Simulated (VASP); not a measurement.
Here is a VASP 6.6.1 calculation.

The input INCAR:

```
SYSTEM = CaCuBr
ALGO     = Normal         ! electronic algorithm
EDIFF    = 1E-7           ! SCF threshold, eV
ENCUT    = 520            ! plane-wave cutoff, eV
GGA      = RE             ! functional
ISIF     = 2              ! what is computed and relaxed
ISMEAR   = -1             ! smearing method
LASPH    = .True.         ! aspherical terms in the spheres
LCHARG   = .False.        ! write CHGCAR
LREAL    = .False.        ! projectors in reciprocal space
LWAVE    = .False.        ! write WAVECAR
NBANDS   = 37             ! bands
NELM     = 80             ! most SCF steps
PREC     = Accurate       ! precision mode
SIGMA    = 0.0125         ! smearing width, eV
```

File KPOINTS:

```
k-points
0
Gamma
  5 5 3
  0 0 0
```

Contents of POSCAR:

```
CaCuBr
1.0
    3.6832478607      0.0000000000      0.0000000000
    0.0000000000      3.6832478607      0.0000000000
    0.0000000000      0.0000000000     13.7298543665
Ca Cu Br
2 2 2
Direct
    0.0000000000      0.5000000000      0.1780664548
    0.5000000000      0.0000000000      0.8219335452
    0.0000000000      0.0000000000      0.0000000000
    0.5000000000      0.5000000000      0.0000000000
    0.0000000000      0.5000000000      0.7089039939
    0.5000000000      0.0000000000      0.2910960061
```

Potentials or basis: VASP PAW PBE potentials, release 64 (Ca_sv, Cu, Br).

Run with:

```console
$ cat potpaw_PBE.64/Ca_sv/POTCAR potpaw_PBE.64/Cu/POTCAR potpaw_PBE.64/Br/POTCAR > POTCAR
$ mpirun -np 1 vasp_std > vasp.out
```

Q: Predict the band gap on the k mesh.

A: 0.23 eV (least direct gap 0.63 eV).

Q: Estimate the pressure.

A: 0.1 GPa.

Q: Estimate the largest force.

A: 0.015 eV/Å.

Forces in eV/Å, atoms in the order of the input:
```
Ca   0.000  0.000  0.008
Ca   0.000  0.000 -0.008
Cu   0.000  0.000  0.000
Cu   0.000  0.000  0.000
Br   0.000  0.000 -0.015
Br   0.000  0.000  0.015
```

Caveat: the PAW data sets were made with another functional, which shifts forces and pressure a little; an odd mesh through Γ misses points on the zone boundary, where band edges can lie.
